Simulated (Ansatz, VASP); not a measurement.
# C: VASP beside Ansatz

The input INCAR:

```
  PREC = Accurate
  ENCUT = 520
  EDIFF = 1E-6
  ISMEAR = 0
  SIGMA = 0.15
  LREAL = F
  LASPH = T
  NELM = 60
  ALGO = Normal
  ISIF = 2
  LWAVE = F
  LCHARG = F
  GGA = PE
  IVDW = 12
  NBANDS = 11
```

KPOINTS

```
regular mesh
0
Gamma
  30 30 8
```

File POSCAR:

```
C
1.0
    2.4561701622      0.0000000000      0.0000000000
   -1.2280850811      2.1271057565      0.0000000000
    0.0000000000      0.0000000000      8.5238033600
C
2
Direct
    0.3522286698      0.9487400888      0.0000000000
    0.6666666667      0.3333333333      0.0000000000
```

Input for Ansatz:

```yaml
crystal:
  lattice:
    - [2.4561701622, 0.0, 0.0]
    - [-1.2280850811, 2.1271057565, 0.0]
    - [0.0, 0.0, 8.52380336]
  atoms:
    - { symbol: C, position: [0.3522286698, 0.9487400888, 0.0] }
    - { symbol: C, position: [0.6666666667, 0.3333333333, 0.0] }
basis:
  ecutwfc: 420
kpoints:
  mp_grid: { grid: [30, 30, 8] }
hamiltonian:
  xc: pbe
  dispersion: d3bj
scf:
  occupations: { method: gaussian, width: 0.15 }
output:
  forces: true
  stress: true
  eigenvalues: true
  write_density: true
  write_potential: true
  elf: true
  volumetric_format: npy
```

Alike in both runs: task single point; functional PBE; dispersion D3(BJ); k mesh 30 × 30 × 8; occupations gaussian, width 0.15 eV; no spin polarisation.

|  | VASP | Ansatz |
| --- | --- | --- |
| version | VASP 6.6.1 | Ansatz 0.2.0 |
| potentials or method | VASP PAW PBE potentials, release 64 (C), cutoff 520 eV | scalar-relativistic, plane waves, PAW |
| valence electrons in the cell | 8 | 8 |

|  | VASP | Ansatz | Ansatz less VASP |
| --- | --- | --- | --- |
| gap on the k mesh at the Fermi level (eV) | 1.96 | 2.06 | +0.102 |
| least direct gap on the mesh (eV) | 2.01 | 2.14 | +0.126 |
| rms of the force components (eV/Å) | 59.090 | 56.595 | -2.4952 |

Atom by atom the forces differ by 2.496 eV/Å (rms over components). Ansatz's warnings: xc potential rough in thin density.

Noted on VASP's run: the cell as given lies far from equilibrium.
